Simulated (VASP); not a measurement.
# CuO (Cccm) in VASP: settings compared, part 2 of 2

VASP 6.6.1.

## Step 3: Single point, BLYP

This run uses another cell than the first one, of 11.65 Å³/atom, 1.003 times its volume.

INCAR reads:

```
SYSTEM = CuO
AGGAC    = 1.0          
AGGAX    = 1.0          
ALDAC    = 0.0          
ALDAX    = 1.0          
ALGO     = Normal         ! electronic algorithm
EDIFF    = 1E-6           ! SCF threshold, eV
ENCUT    = 700            ! plane-wave cutoff, eV
GGA      = B5             ! functional
GGA_COMPAT= .False.      
ISIF     = 2              ! what is computed and relaxed
ISMEAR   = -1             ! smearing method
LASPH    = .True.         ! aspherical terms in the spheres
LCHARG   = .False.        ! write CHGCAR
LREAL    = .False.        ! projectors in reciprocal space
LWAVE    = .False.        ! write WAVECAR
NBANDS   = 33             ! bands
NELM     = 120            ! most SCF steps
PREC     = Accurate       ! precision mode
SIGMA    = 0.05           ! smearing width, eV
```

KPOINTS reads:

```
k-points
0
Gamma
  9 9 5
  0 0 0
```

POSCAR reads:

```
CuO
1.0
    2.1142337752     -2.1201705037      0.0000000000
    2.1142337752      2.1201705037      0.0000000000
    0.0000000000      0.0000000000      5.1966090833
Cu O
2 2
Direct
    0.5000000000      0.0000000000      0.0000000000
    0.0000000000      0.5000000000      0.5000000000
    0.5000000000      0.5000000000      0.2500000000
    0.5000000000      0.5000000000      0.7500000000
```

Potentials or basis: VASP PAW PBE potentials, release 64 (Cu_sv_GW, O).

Command:

```
> cat potpaw_PBE.64/Cu_sv_GW/POTCAR potpaw_PBE.64/O/POTCAR > POTCAR
> mpirun -np 1 vasp_std > vasp.out
```

OUTCAR:

```text
SYSTEM = CuO
   EDIFF = 1E-6
   ENCUT = 700
   GGA = B5
   ISIF = 2
   ISMEAR = -1
   LASPH = .True.
   LREAL = .False.
   NELM = 120
   PREC = Accurate

 ion  position               nearest neighbor table
   1  0.500  0.000  0.000-   3 1.98   4 1.98   3 1.98   4 1.98
   2  0.000  0.500  0.500-   3 1.98   4 1.98   3 1.98   4 1.98
   3  0.500  0.500  0.250-   1 1.98   2 1.98   1 1.98   2 1.98
   4  0.500  0.500  0.750-   1 1.98   2 1.98   1 1.98   2 1.98

  LATTYP: Found a base centered orthorhombic cell.
 ALAT       =     4.2284675504
 B/A-ratio  =     1.0028079811
 C/A-ratio  =     1.2289580141
[... 1064 lines left out ...]
  --------------------------------------------------------------------------------------
  -------------------------------------------------------------------------------------
  Total       -0.7114811     -0.7295152     -0.6633576     -0.0000000      0.0000000      0.0000000
  in kB      -24.4680911    -25.0882914    -22.8131088     -0.0000000      0.0000000      0.0000000
  external PRESSURE =     -24.1231638 kB  Pullay stress =       0.0000000 kB

 VOLUME and BASIS-vectors are now :
 -----------------------------------------------------------------------------
  energy-cutoff  :      700.00
  volume of cell :       46.59
      direct lattice vectors                 reciprocal lattice vectors
     2.114233775 -2.120170504  0.000000000     0.236492296 -0.235830090  0.000000000
     2.114233775  2.120170504  0.000000000     0.236492296  0.235830090  0.000000000
     0.000000000  0.000000000  5.196609083     0.000000000  0.000000000  0.192433178

 POSITION                                       TOTAL-FORCE (eV/Angst)
 -----------------------------------------------------------------------------------
      1.05712     -1.06009      0.00000         0.000000     -0.000000     -0.000000
      1.05712      1.06009      2.59830        -0.000000     -0.000000     -0.000000
      2.11423      0.00000      1.29915        -0.000000     -0.000000      0.000000
      2.11423      0.00000      3.89746        -0.000000      0.000000     -0.000000
 -----------------------------------------------------------------------------------
    total drift:                                0.000000      0.000000     -0.000000

  FREE ENERGIE OF THE ION-ELECTRON SYSTEM (eV)
  ---------------------------------------------------
  free  energy   TOTEN  =       -18.4471746023 eV

  energy  without entropy=      -18.4274436543  energy(sigma->0) =      -18.43730913
```

OSZICAR:

```text
N       E                     dE             d eps       ncg     rms          rms(c)
DAV:   1     0.996080540346E+03    0.99608E+03   -0.37886E+04  7797   0.506E+03
DAV:   2     0.811100047200E+02   -0.91497E+03   -0.87986E+03  8268   0.135E+03
DAV:   3    -0.201078947509E+02   -0.10122E+03   -0.99098E+02  9424   0.471E+02
DAV:   4    -0.251105021123E+02   -0.50026E+01   -0.49832E+01  8136   0.117E+02
DAV:   5    -0.253166742199E+02   -0.20617E+00   -0.20605E+00  8516   0.218E+01    0.185E+01
DAV:   6    -0.237917816722E+02    0.15249E+01   -0.54207E+01  8676   0.345E+02    0.177E+01
DAV:   7    -0.183827998706E+02    0.54090E+01   -0.18663E+01  8164   0.290E+02    0.365E+00
DAV:   8    -0.184685944271E+02   -0.85795E-01   -0.15850E+00  8172   0.147E+01    0.192E+00
DAV:   9    -0.184518463100E+02    0.16748E-01   -0.59619E-02  9444   0.122E+01    0.649E-01
DAV:  10    -0.184468660629E+02    0.49802E-02   -0.99979E-03  9252   0.542E+00    0.176E-01
DAV:  11    -0.184472438013E+02   -0.37774E-03   -0.23444E-03  8068   0.426E-01    0.794E-02
DAV:  12    -0.184471753693E+02    0.68432E-04   -0.29207E-04  8740   0.381E-01    0.157E-02
DAV:  13    -0.184471738704E+02    0.14989E-05   -0.28430E-05  8300   0.205E-01    0.703E-03
DAV:  14    -0.184471746023E+02   -0.73187E-06   -0.10575E-06  4428   0.884E-02
   1 F= -.18447175E+02 E0= -.18437309E+02  d E =-.197309E-01
```

stdout:

```text
POSCAR found type information on POSCAR CuO
 POSCAR found :  2 types and       4 ions
 scaLAPACK will be used
 -----------------------------------------------------------------------------
|                                                                             |
|                                                                             |
|     You enforced a specific xc type in the INCAR file but a different       |
|     I HOPE YOU KNOW WHAT YOU ARE DOING!                                     |
|                                                                             |
 -----------------------------------------------------------------------------

 LDA part: xc-table for (Slater(with rela. corr.)+VWN5), standard interpolation
 POSCAR, INCAR and KPOINTS ok, starting setup
 FFT: planning ... GRIDC
 FFT: planning ... GRID_SOFT
 FFT: planning ... GRID
 WAVECAR not read
 entering main loop
```

It took 1.9 min on 1 thread of Intel Xeon 6975P-C (Granite Rapids), shared host; peak memory 0.31 GiB.

Results:

| Quantity | Value |
| --- | --- |
| Free energy | -18.4472 eV |
| Pressure | -2.4 GPa |
| Band gap on the k mesh | zero (band 25 reaches 5.27 eV, above the bottom of band 26 at 4.39 eV) |

Stress tensor (GPa, compression positive):
```
-2.45  0.00  0.00
 0.00 -2.51  0.00
 0.00  0.00 -2.28
```

Caveat: the PAW data sets were made with another functional, which shifts forces and pressure a little; semilocal functionals often make such compounds metallic where correlation or magnetic order opens a gap, which also shifts bond lengths.

## Step 4: Single point, PBE

This run uses another cell than the first one, of 10.82 Å³/atom, 0.932 times its volume.

INCAR reads:

```
SYSTEM = CuO
PREC = Accurate
ENCUT = 700
EDIFF = 1E-6
ISMEAR = -1
SIGMA = 0.05
LREAL = .False.
LASPH = .True.
NELM = 120
ALGO = Normal
ISIF = 2
LWAVE = .False.
LCHARG = .False.
GGA = PE
NBANDS = 33
GGA_COMPAT = .False.
```

KPOINTS reads:

```
regular mesh
0
Gamma
  9 9 5
  0 0 0
```

POSCAR reads:

```
CuO
1.0
    2.0467957453     -2.0586016844      0.0000000000
    2.0467957453      2.0586016844      0.0000000000
    0.0000000000      0.0000000000      5.1373504641
Cu O
2 2
Direct
    0.5000000000      0.0000000000      0.0000000000
    0.0000000000      0.5000000000      0.5000000000
    0.5000000000      0.5000000000      0.2500000000
    0.5000000000      0.5000000000      0.7500000000
```

Command:

```
> cat potpaw_PBE.64/Cu_sv_GW/POTCAR potpaw_PBE.64/O/POTCAR > POTCAR
> mpirun -np 1 vasp_std > vasp.out
```

Run time: 93 s. Hardware: 1 thread of AMD EPYC 9R45 (Zen 5), shared host; peak memory 0.27 GiB.

The run converged. Its results:

* Free energy: -19.8785 eV
* Pressure: 2.3 GPa
* Band gap on the k mesh: zero (band 25 reaches 5.89 eV, above the bottom of band 26 at 4.95 eV)

Stress tensor (GPa, compression positive):
```
2.31 0.00 0.00
0.00 2.25 0.00
0.00 0.00 2.35
```

Levels at points of the mesh, in eV from the Fermi level:
```
           k point  band 22  band 23  band 24  band 25  band 26  band 27  band 28  band 29
(0.00, 0.00, 0.00)    -2.42    -2.33    -1.98     0.69     0.70     1.45     6.10     7.34
```

Caveat: semilocal functionals often make such compounds metallic where correlation or magnetic order opens a gap, which also shifts bond lengths. With open d or f shells a metallic result of PBE can be an artefact of self-interaction; +U or a hybrid may open a gap.

## Step 5: Single point, PBE

This run uses another cell than the first one, of 11.04 Å³/atom, 0.951 times its volume.

INCAR reads:

```
SYSTEM = CuO
PREC     = Accurate       ! precision mode
ENCUT    = 700            ! plane-wave cutoff, eV
EDIFF    = 1E-6           ! SCF threshold, eV
ISMEAR   = -1             ! smearing method
SIGMA    = 0.05           ! smearing width, eV
LREAL    = .False.        ! projectors in reciprocal space
LASPH    = .True.         ! aspherical terms in the spheres
NELM     = 120            ! most SCF steps
ALGO     = Normal         ! electronic algorithm
ISIF     = 2              ! what is computed and relaxed
LWAVE    = .False.        ! write WAVECAR
LCHARG   = .True.         ! write CHGCAR
GGA      = PE             ! functional
LELF     = .True.         ! ELF
LVHAR    = .True.       
NBANDS   = 33             ! bands
GGA_COMPAT= .False.
```

KPOINTS is that of step 4.

POSCAR reads:

```
CuO
1.0
    2.0682298165     -2.0761344925      0.0000000000
    2.0682298165      2.0761344925      0.0000000000
    0.0000000000      0.0000000000      5.1431407094
Cu O
2 2
Direct
    0.5000000000      0.0000000000      0.0000000000
    0.0000000000      0.5000000000      0.5000000000
    0.5000000000      0.5000000000      0.2500000000
    0.5000000000      0.5000000000      0.7500000000
```

Command:

```
> cat potpaw_PBE.64/Cu_sv_GW/POTCAR potpaw_PBE.64/O/POTCAR > POTCAR
> mpirun -np 1 vasp_std > vasp.out
```

Run time: 1.8 min. Hardware: 1 thread of Intel Xeon Platinum 8559C (Emerald Rapids), shared host; peak memory 0.3 GiB.

The run converged. Its results:

```
Free energy            : -19.8988 eV
Pressure               : -0.6 GPa
Band gap on the k mesh : zero (band 25 reaches 5.64 eV, above the bottom of band 26 at 4.71 eV)
```

Levels at points of the mesh, in eV from the Fermi level:
| k point | band 23 | band 24 | band 25 | band 26 | band 27 | band 28 |
| --- | --- | --- | --- | --- | --- | --- |
| (0.00, 0.00, 0.00) | -2.28 | -1.91 | 0.69 | 0.70 | 1.40 | 6.07 |

Caveat: semilocal functionals often make such compounds metallic where correlation or magnetic order opens a gap, which also shifts bond lengths.

## Step 6: Overview

```csv
level,potentials or basis,cell,cutoff (eV),second run,gap on the mesh (eV),pressure (GPa)
RPBE,"VASP PAW PBE potentials, release 64 (Cu, O)","a = 2.991, b = 2.991, c = 5.192 Å, angles 90.0, 90.0, 90.1°, 4 atoms",520,-,none,0.6
BLYP,"VASP PAW PBE potentials, release 64 (Cu_sv_GW, O)","a = 2.994, b = 2.994, c = 5.197 Å, angles 90.0, 90.0, 90.2°, 4 atoms",700,valence_matched,none,-2.4
PBE,"VASP PAW PBE potentials, release 64 (Cu_sv_GW, O)","a = 2.903, b = 2.903, c = 5.137 Å, angles 90.0, 90.0, 90.3°, 4 atoms",700,valence_matched,none,2.3
PBE,"VASP PAW PBE potentials, release 64 (Cu_sv_GW, O)","a = 2.931, b = 2.931, c = 5.143 Å, angles 90.0, 90.0, 90.2°, 4 atoms",700,valence_matched,none,-0.6
```

Alike in all rows: task single point; no spin polarisation; k mesh 9 × 9 × 5; smearing fermi-dirac 0.05 eV.

Caveats: semilocal functionals often make such compounds metallic where correlation or magnetic order opens a gap, which also shifts bond lengths; the PAW data sets were made with another functional, which shifts forces and pressure a little (some runs).

Absolute energies hang on the potentials; compare differences alone.
